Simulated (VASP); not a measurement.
Input of a VASP 6.6.1 run:

The input INCAR:

```
ALGO = Normal
EDIFF = 1E-8
ENCUT = 520
IBRION = 8
ISIF = 2
ISMEAR = 0
LASPH = T
LCHARG = T
LREAL = F
LWAVE = F
NELM = 60
NSW = 1
PREC = Accurate
SIGMA = 0.01
```

File KPOINTS:

```
k-points
0
Gamma
  4 4 6
```

File POSCAR:

```
TiO2
1.0
    4.5922000000      0.0000000000      0.0000000000
    0.0000000000      4.5922000000      0.0000000000
    0.0000000000      0.0000000000      2.9574000000
Ti O
2 4
Direct
    0.0000000000      0.0000000000      0.0000000000
    0.5000000000      0.5000000000      0.5000000000
    0.3049600000      0.3049600000      0.0000000000
    0.1950400000      0.8049600000      0.5000000000
    0.6950400000      0.6950400000      0.0000000000
    0.8049600000      0.1950400000      0.5000000000
```

Potentials or basis: VASP PAW LDA potentials, release 64 (Ti_sv, O).

Launch:

```console
$ cat potpaw_LDA.64/Ti_sv/POTCAR potpaw_LDA.64/O/POTCAR > POTCAR
$ mpirun -np 1 vasp_std > vasp.out
```

Q: What does it give for the highest phonon frequency at Γ, LO-TO splitting left out?

A: 783 cm⁻¹.

Q: Estimate the most unstable mode.

A: 33i cm⁻¹.

Phonon frequencies in cm⁻¹ (negative: imaginary):
```csv
q point,frequencies
"(0.000, 0.000, 0.000)",-33 -1 -1 1 65 83 83 158 365 365 369 414 441 441 471 471 582 783
```

Caveat: the cell stands under pressure or tension, which shifts response properties; some modes are imaginary.
